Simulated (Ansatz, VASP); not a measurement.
## One calculation of Ni, two programs

```xyz
2
Lattice="2.3501 0.0000 0.0000 -1.1751 2.0352 0.0000 0.0000 0.0000 4.0728" Properties=species:S:1:pos:R:3 pbc="T T T"
Ni    0.0000    1.3568    1.0182
Ni    1.1751    0.6784    3.0546
```

Change from the starting cell: x and y stretched by -4 %, z held, PAW files.

Alike in both runs: task electric field gradients; functional LDA; k mesh 15 × 15 × 8; occupations fermi-dirac, width 0.08 eV; collinear spin.

```csv
,VASP,Ansatz
version,VASP 6.6.1,Ansatz 0.2.0
potentials or method,"VASP PAW LDA potentials, release 64 (Ni)","PAW with Ansatz's default frozen-core files, scalar-relativistic"
plane-wave cutoff (eV),520,420
valence electrons in the cell,20,36
```

```tsv
	VASP	Ansatz	Ansatz less VASP
pressure (GPa)	9.8	10.1	+0.34
traceless stress, the component that is largest in VASP (GPa)	-12.24	-12.50	-0.259
net moment per atom (μB)	0.57	0.60	+0.030
size of the moment on the site where the two differ most (μB)	0.56	0.62	+0.056
size of Vzz on the site where it differs most (V/Å²)	1.7	5.9	+4.23
```

LDA's correlation is that of Perdew and Zunger in VASP and of Perdew and Wang (1992) in Ansatz. Site moments also hang on the region over which each program counts them. VASP's potentials hold 20 valence electrons a cell and Ansatz's 36, so a difference there can come from the potentials and not from the codes.
